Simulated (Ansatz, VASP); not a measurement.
One calculation of AlN, two programs

```
CELL_PARAMETERS angstrom
0.00000 2.01887 2.01887
2.01887 0.00000 2.01887
2.01887 2.01887 0.00000
ATOMIC_POSITIONS crystal
Al 0.00000 0.00000 0.00000
N 0.50000 0.50000 0.50000
```

Alike in both runs: task single point; functional PBE; k mesh 6 × 6 × 6; no spin polarisation.

|  | VASP | Ansatz |
| --- | --- | --- |
| version | VASP 6.6.1 | Ansatz 0.2.0 |
| potentials or method | VASP PAW PBE potentials, release 64 (Al, N) | plane waves, PAW |
| plane-wave cutoff (eV) | 520 | 420 |
| occupations | gaussian, width 0.01 eV | fixed |
| valence electrons in the cell | 8 | 8 |

VASP gave:

| Property | Result |
| --- | --- |
| gap on the k mesh at the Fermi level (eV) | 4.64 |

Problem. What did Ansatz give for the same quantities?

Solution. gap on the k mesh at the Fermi level (eV): 4.66.

The k mesh is coarse, so the values compare programs but aren't converged.
